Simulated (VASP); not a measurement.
SrO: single point with r2SCAN

The system is SrO.

```xyz
2
Lattice="0.0000 2.6340 2.5056 2.6340 0.0000 2.5056 2.6340 2.6340 0.0000" Properties=species:S:1:pos:R:3 pbc="T T T"
Sr    0.0000    0.0000    0.0000
O     2.6340    2.6340    2.5056
```

This cell differs from its parent crystal: strain +0.025 along x and y, -0.025 along z.

| Item | Value |
| --- | --- |
| Program | VASP 6.6.1 |
| Task | single point |
| Functional | r2SCAN |
| Potentials or basis | VASP PAW PBE potentials, release 64 (Sr_sv, O) |
| Cutoff | 520 eV |
| k mesh | 8 × 8 × 8 |
| Occupations | gaussian, width 0.05 eV |
| Spin | no spin polarisation |
| Dipole correction | no |
| Further INCAR settings | ALGO = Normal; EDIFF = 1e-06; NBANDS = 15 |

* Pressure: -0.1 GPa
* Band gap on the k mesh: 3.50 eV, indirect (least direct gap 3.79 eV)

Stress tensor (GPa, compression positive):
```
-2.50  0.00  0.00
 0.00 -2.50  0.00
 0.00  0.00  4.77
```

Levels at points of the mesh, in eV from the valence-band top:
```
           k point  band 6  band 7  band 8  band 9  band 10  band 11
(0.00, 0.00, 0.00)   -0.18   -0.18    0.00    4.31     6.50     6.50
(0.50, 0.00, 0.00)   -2.20   -1.23   -1.21    6.88     8.75     9.21
(0.50, 0.50, 0.00)   -0.38   -0.29   -0.29    3.50     8.26    10.63
(0.50, 0.00, 0.50)   -0.68   -0.29   -0.07    3.71     8.17    10.69
```

Wall time 2.5 min on 1 thread of AMD EPYC 7R43 64-Core Processor (Zen 3), with other jobs on the host, peak memory 0.15 GiB.

Caveat: the cell differs from its parent crystal (strain +0.025 along x and y, -0.025 along z); the PAW data sets were made with another functional, which shifts forces and pressure a little. A k mesh can miss the band edges.
